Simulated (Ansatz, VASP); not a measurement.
One calculation of Hf2S, two programs

INCAR

```
  ALGO = Normal
  EDIFF = 1E-7
  ENCUT = 520
  GGA = PS
  ISIF = 2
  ISMEAR = 0
  LASPH = T
  LCHARG = F
  LREAL = F
  LWAVE = F
  NBANDS = 35
  NELM = 80
  PREC = Accurate
  SIGMA = 0.1
```

KPOINTS

```
k-points
0
Gamma
  1 1 1
```

Contents of POSCAR:

```
Hf2S
1.0
    3.3742737662      0.0000000000      0.0000000000
   -1.6871368831      2.9222068008      0.0000000000
    0.0000000000      0.0000000000     11.7174070300
Hf S
4 2
Direct
    0.6666666667      0.3333333333      0.8998116400
    0.3333333333      0.6666666667      0.3998116400
    0.6666666667      0.3333333333      0.6001883600
    0.3333333333      0.6666666667      0.1001883600
    0.0000000000      0.0000000000      0.7500000000
    0.0000000000      0.0000000000      0.2500000000
```

Input for Ansatz:

```yaml
crystal:
  lattice:
    - [3.3742737662, 0.0, 0.0]
    - [-1.6871368831, 2.9222068008, 0.0]
    - [0.0, 0.0, 11.71740703]
  atoms:
    - { symbol: Hf, position: [0.6666666667, 0.3333333333, 0.89981164] }
    - { symbol: Hf, position: [0.3333333333, 0.6666666667, 0.39981164] }
    - { symbol: Hf, position: [0.6666666667, 0.3333333333, 0.60018836] }
    - { symbol: Hf, position: [0.3333333333, 0.6666666667, 0.10018836] }
    - { symbol: S, position: [0.0, 0.0, 0.75] }
    - { symbol: S, position: [0.0, 0.0, 0.25] }
basis:
  ecutwfc: 420
kpoints:
  mp_grid: { grid: [1, 1, 1] }
hamiltonian:
  xc: pbesol
scf:
  occupations: { method: gaussian, width: 0.1 }
output:
  forces: true
  stress: true
  eigenvalues: true
```

Alike in both runs: task single point; functional PBEsol; k mesh 1 × 1 × 1; occupations gaussian, width 0.1 eV; no spin polarisation.

|  | VASP | Ansatz |
| --- | --- | --- |
| version | VASP 6.6.1 | Ansatz 0.2.0 |
| potentials or method | VASP PAW PBE potentials, release 64 (Hf_pv, S), cutoff 520 eV | scalar-relativistic, plane waves, PAW |
| valence electrons in the cell | 52 | 116 |

```csv
,VASP,Ansatz,Ansatz less VASP
pressure (GPa),27.5,27.1,-0.47
"traceless stress, the component that is largest in VASP (GPa)",-1.27,-0.12,+1.151
rms of the force components (eV/Å),1.692,1.659,-0.0325
```

VASP's potentials were made for PBE, not for PBEsol. Atom by atom the forces differ by 0.032 eV/Å (rms over components). VASP's potentials hold 52 valence electrons a cell and Ansatz's 116, so a difference there can come from the potentials and not from the codes.

The k mesh is coarse, so the values compare programs but aren't converged. Neither program's run includes spin-orbit coupling.
